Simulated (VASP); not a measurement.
Write the native input for VASP 6.6.1 that does the following.

```yaml
Task: single point
Functional: PBEsol
Potentials_or_basis: VASP PAW PBE potentials, release 64 (Sr_sv, Ti_sv, O, H)
Cutoff: 520 eV
k_mesh: 2 × 2 × 2, shifted
Occupations: gaussian, width 0.05 eV
Spin: collinear spin
Starting_moments: "[0.0, 0.0, 0.2, 0.0, 0.2, 0.0, 0.0, 0.2, 0.2, 0.0, 0.2] μB"
Dipole_correction: no
Further_INCAR_settings: ALGO = Normal; EDIFF = 1e-07; NBANDS = 56
```

The structure of Sr2Ti2HO6 (a cell with a defect) lies in POSCAR:

```
Sr2Ti2HO6
1.0
    7.7828210000      0.0000000000      0.0000000000
    0.0000000000      3.8914100000      0.0000000000
    0.0000000000      0.0000000000      3.8914100000
Sr Ti O H
2 2 6 1
Direct
    0.9970660000      0.0017360000      0.9943700000
    0.4972190000      0.0047630000      0.9937190000
    0.1939410000      0.4970650000      0.5041510000
    0.7498460000      0.4870910000      0.5071870000
    0.2390150000      0.5054460000      0.0072430000
    0.7620750000      0.4907000000      0.0035300000
    0.0027940000      0.4917340000      0.5025230000
    0.5545320000      0.5193050000      0.4846050000
    0.2461890000      0.9947740000      0.5227520000
    0.7543590000      0.0110830000      0.5065090000
    0.3693760000      0.5058620000      0.4963470000
```

The input as run:

INCAR

```
SYSTEM = Sr2Ti2HO6
  PREC = Accurate
  ENCUT = 520
  EDIFF = 1E-7
  ISMEAR = 0
  SIGMA = 0.05
  LREAL = .FALSE.
  LASPH = .TRUE.
  NELM = 150
  ALGO = Normal
  ISIF = 2
  LWAVE = .FALSE.
  LCHARG = .TRUE.
  ISPIN = 2
  MAGMOM = 0 0 0.2 0 0.2 0 0 0.2 0.2 0 0.2
  LORBIT = 11
  LMAXMIX = 4
  GGA = PS
  LELF = .TRUE.
  LVHAR = .TRUE.
  NBANDS = 56
```

KPOINTS

```
Automatic mesh
0
Gamma
  2 2 2
  0.5 0.5 0.5
```

Potentials or basis: VASP PAW PBE potentials, release 64 (Sr_sv, Ti_sv, O, H).

The run is started by

```console
$ cat potpaw_PBE.64/Sr_sv/POTCAR potpaw_PBE.64/Ti_sv/POTCAR potpaw_PBE.64/O/POTCAR potpaw_PBE.64/H/POTCAR > POTCAR
$ mpirun -np 1 vasp_std > vasp.out
```

It gave:

```
Pressure                                              : 35.2 GPa
Largest force                                         : 15.302 eV/Å
Band gap on the k mesh                                : 0.68 eV
Net moment                                            : 1.00 μB per cell
Site moments                                          : Sr -0.00; Ti +0.27, +0.13; O +0.02, -0.00, +0.10, +0.15, +0.00 (each value once); H +0.23 μB
Valence electrons inside the program's atomic spheres : Sr 8.02, 7.93; Ti 11.34, 11.06; O 5.02, 5.05, 5.24, 5.16 (each value once); H 0.61
```

Caveat: the k points lie up to 0.81 Å⁻¹ apart; atoms lie so close that the PAW spheres overlap strongly, which falsifies energies and pressures; the PAW data sets were made with another functional, which shifts forces and pressure a little.

Wall time 98 s on 1 thread of Intel(R) Xeon(R) Platinum 8259CL CPU @ 2.50GHz (Skylake/Cascade Lake) (shared host), peak memory 0.28 GiB.
